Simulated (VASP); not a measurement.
# Hg (R-3m) in VASP: a series of runs, part 2 of 2

VASP 6.6.1. The steps go on from the part before.

## (3) Single point, PBE

Input file INCAR:

```
ALGO     = Normal         # electronic algorithm
EDIFF    = 1E-6           # SCF threshold, eV
ENCUT    = 520            # plane-wave cutoff, eV
GGA      = PE             # functional
ISIF     = 2              # what is computed and relaxed
ISMEAR   = -1             # smearing method
LASPH    = T              # aspherical terms in the spheres
LCHARG   = F              # write CHGCAR
LREAL    = F              # projectors in reciprocal space
LWAVE    = F              # write WAVECAR
NBANDS   = 12             # bands
NELM     = 80             # most SCF steps
PREC     = Accurate       # precision mode
SIGMA    = 0.1            # smearing width, eV
```

Input file KPOINTS:

```
k-points
0
Gamma
  10 10 10
```

Input file POSCAR:

```
Hg
1.0
    2.0783995336      1.1999645302      1.9747385792
   -2.0783995336      1.1999645302      1.9747385792
    0.0000000000     -2.3999290604      1.9747385791
Hg
1
Direct
    0.0000000000      1.0000000000      0.0000000000
```

Potentials or basis: VASP PAW PBE potentials, release 64 (Hg).

Command:

```bash
$ cat potpaw_PBE.64/Hg/POTCAR > POTCAR
$ mpirun -np 1 vasp_std > vasp.out
```

OUTCAR:

```text
EDIFF = 1E-6
   ENCUT = 520
   GGA = PE
   ISIF = 2
   ISMEAR = -1
   LASPH = T
   LREAL = F
   NELM = 80
   PREC = Accurate

 ion  position               nearest neighbor table
   1  0.000  0.000  0.000-

  LATTYP: Found a trigonal (rhomboedric) cell.
 ALAT       =     3.1079337109
 COS(alpha) =     0.1055736732

  Lattice vectors:

 A1 = (   2.0783995336,   1.1999645302,   1.9747385792)
 A2 = (  -2.0783995336,   1.1999645302,   1.9747385792)
 A3 = (   0.0000000000,  -2.3999290604,   1.9747385791)
[... 537 lines left out ...]
     12      19.5709      0.00000

 [... further k-points ...]

------------------------ aborting loop because EDIFF is reached ----------------------------------------

  FORCE on cell =-STRESS in cart. coord.  units (eV):
  Direction    XX          YY          ZZ          XY          YZ          ZX
  --------------------------------------------------------------------------------------
  -------------------------------------------------------------------------------------
  Total        0.0287486      0.0287486     -0.0095696     -0.0000000      0.0000000     -0.0000000
  in kB        1.5587209      1.5587209     -0.5188540     -0.0000000      0.0000000     -0.0000000
  external PRESSURE =       0.8661959 kB  Pullay stress =       0.0000000 kB

 VOLUME and BASIS-vectors are now :
 -----------------------------------------------------------------------------
  energy-cutoff  :      520.00
  volume of cell :       29.55
      direct lattice vectors                 reciprocal lattice vectors
     2.078399534  1.199964530  1.974738579     0.240569723  0.138892994  0.168798714
    -2.078399534  1.199964530  1.974738579    -0.240569723  0.138892994  0.168798714
     0.000000000 -2.399929060  1.974738579     0.000000000 -0.277785989  0.168798714

 POSITION                                       TOTAL-FORCE (eV/Angst)
 -----------------------------------------------------------------------------------
      0.00000      0.00000      0.00000        -0.000000      0.000000     -0.000000
 -----------------------------------------------------------------------------------
    total drift:                                0.000000     -0.000000      0.000000

  FREE ENERGIE OF THE ION-ELECTRON SYSTEM (eV)
  ---------------------------------------------------
  free  energy   TOTEN  =        -0.1750490071 eV

  energy  without entropy=       -0.1679308635  energy(sigma->0) =       -0.17148994
```

OSZICAR:

```text
N       E                     dE             d eps       ncg     rms          rms(c)
DAV:   1     0.744144216927E+02    0.74414E+02   -0.63095E+03  2912   0.926E+02
DAV:   2     0.119795012353E+01   -0.73216E+02   -0.68670E+02  2984   0.223E+02
DAV:   3    -0.199301917126E+00   -0.13973E+01   -0.13965E+01  3336   0.345E+01
DAV:   4    -0.200963922931E+00   -0.16620E-02   -0.16620E-02  2988   0.127E+00
DAV:   5    -0.200967075253E+00   -0.31523E-05   -0.31523E-05  3308   0.511E-02    0.234E+00
DAV:   6    -0.176396776953E+00    0.24570E-01   -0.64637E-02  3256   0.278E+00    0.187E+00
DAV:   7    -0.174921445736E+00    0.14753E-02   -0.79499E-03  3192   0.824E-01    0.921E-01
DAV:   8    -0.175016294741E+00   -0.94849E-04   -0.83902E-04  2968   0.340E-01    0.299E-02
DAV:   9    -0.175041819485E+00   -0.25525E-04   -0.14687E-05  3116   0.339E-02    0.910E-03
DAV:  10    -0.175049065251E+00   -0.72458E-05   -0.80462E-06  2888   0.267E-02    0.119E-03
DAV:  11    -0.175049007129E+00    0.58122E-07   -0.10428E-07  2068   0.218E-03
   1 F= -.17504901E+00 E0= -.17148994E+00  d E =-.711814E-02
```

stdout:

```text
POSCAR found type information on POSCAR Hg
 POSCAR found :  1 types and       1 ions
 scaLAPACK will be used
 LDA part: xc-table for (Slater+PW92), standard interpolation
 POSCAR, INCAR and KPOINTS ok, starting setup
 FFT: planning ... GRIDC
 FFT: planning ... GRID_SOFT
 FFT: planning ... GRID
 WAVECAR not read
 entering main loop
```

It took 11 s on 1 thread of Intel Xeon 6975P-C (Granite Rapids), shared host; peak memory 0.17 GiB.

Results:

```
Free energy            : -0.1750 eV
Pressure               : 0.1 GPa
Band gap on the k mesh : zero (band 6 reaches 4.26 eV, above the bottom of band 7 at 0.01 eV)
```

Caveat: spin-orbit coupling is left out, which moves the levels of the heavy elements.

## (4) Single point, PBE

Input file INCAR:

```
SYSTEM = Hg
PREC = Accurate
ENCUT = 520
EDIFF = 1E-6
ISMEAR = -1
SIGMA = 0.1
LREAL = .False.
LASPH = .True.
NELM = 100
ALGO = Normal
ISIF = 2
LWAVE = .False.
LCHARG = .True.
GGA = PE
LELF = .True.
LVHAR = .True.
NBANDS = 12
```

Input file KPOINTS:

```
regular mesh
0
Gamma
  10 10 10
  0 0 0
```

POSCAR is that of step 3.

Potentials or basis: VASP PAW PBE potentials, release 64 (Hg).

Command:

```bash
$ cat potpaw_PBE.64/Hg/POTCAR > POTCAR
$ mpirun -np 1 vasp_std > vasp.out
```

OUTCAR:

```text
SYSTEM = Hg
   PREC = Accurate
   ENCUT = 520
   EDIFF = 1E-6
   ISMEAR = -1
   LREAL = .False.
   LASPH = .True.
   NELM = 100
   ISIF = 2
   GGA = PE

 ion  position               nearest neighbor table
   1  0.000  0.000  0.000-

  LATTYP: Found a trigonal (rhomboedric) cell.
 ALAT       =     3.1079337109
 COS(alpha) =     0.1055736732

  Lattice vectors:

 A1 = (   2.0783995336,   1.1999645302,   1.9747385792)
 A2 = (  -2.0783995336,   1.1999645302,   1.9747385792)
 A3 = (   0.0000000000,  -2.3999290604,   1.9747385791)
[... 538 lines left out ...]

 [... further k-points ...]

------------------------ aborting loop because EDIFF is reached ----------------------------------------

  FORCE on cell =-STRESS in cart. coord.  units (eV):
  Direction    XX          YY          ZZ          XY          YZ          ZX
  --------------------------------------------------------------------------------------
  -------------------------------------------------------------------------------------
  Total        0.0287486      0.0287486     -0.0095696     -0.0000000      0.0000000     -0.0000000
  in kB        1.5587209      1.5587209     -0.5188540     -0.0000000      0.0000000     -0.0000000
  external PRESSURE =       0.8661959 kB  Pullay stress =       0.0000000 kB

 VOLUME and BASIS-vectors are now :
 -----------------------------------------------------------------------------
  energy-cutoff  :      520.00
  volume of cell :       29.55
      direct lattice vectors                 reciprocal lattice vectors
     2.078399534  1.199964530  1.974738579     0.240569723  0.138892994  0.168798714
    -2.078399534  1.199964530  1.974738579    -0.240569723  0.138892994  0.168798714
     0.000000000 -2.399929060  1.974738579     0.000000000 -0.277785989  0.168798714

 POSITION                                       TOTAL-FORCE (eV/Angst)
 -----------------------------------------------------------------------------------
      0.00000      0.00000      0.00000        -0.000000      0.000000     -0.000000
 -----------------------------------------------------------------------------------
    total drift:                                0.000000     -0.000000      0.000000

  FREE ENERGIE OF THE ION-ELECTRON SYSTEM (eV)
  ---------------------------------------------------
  free  energy   TOTEN  =        -0.1750490071 eV

  energy  without entropy=       -0.1679308635  energy(sigma->0) =       -0.17148994
```

stdout:

```text
POSCAR found type information on POSCAR Hg
 POSCAR found :  1 types and       1 ions
 scaLAPACK will be used
 LDA part: xc-table for (Slater+PW92), standard interpolation
 POSCAR, INCAR and KPOINTS ok, starting setup
 FFT: planning ... GRIDC
 FFT: planning ... GRID_SOFT
 FFT: planning ... GRID
 WAVECAR not read
 entering main loop
```

Run time: 12 s. Hardware: 1 thread of Intel Xeon 6975P-C (Granite Rapids), shared host; peak memory 0.16 GiB.

What came out:

* Free energy: -0.1750 eV
* Pressure: 0.1 GPa
* Band gap on the k mesh: zero (band 6 reaches 4.26 eV, above the bottom of band 7 at 0.01 eV)

Caveat: spin-orbit coupling is left out, which moves the levels of the heavy elements.
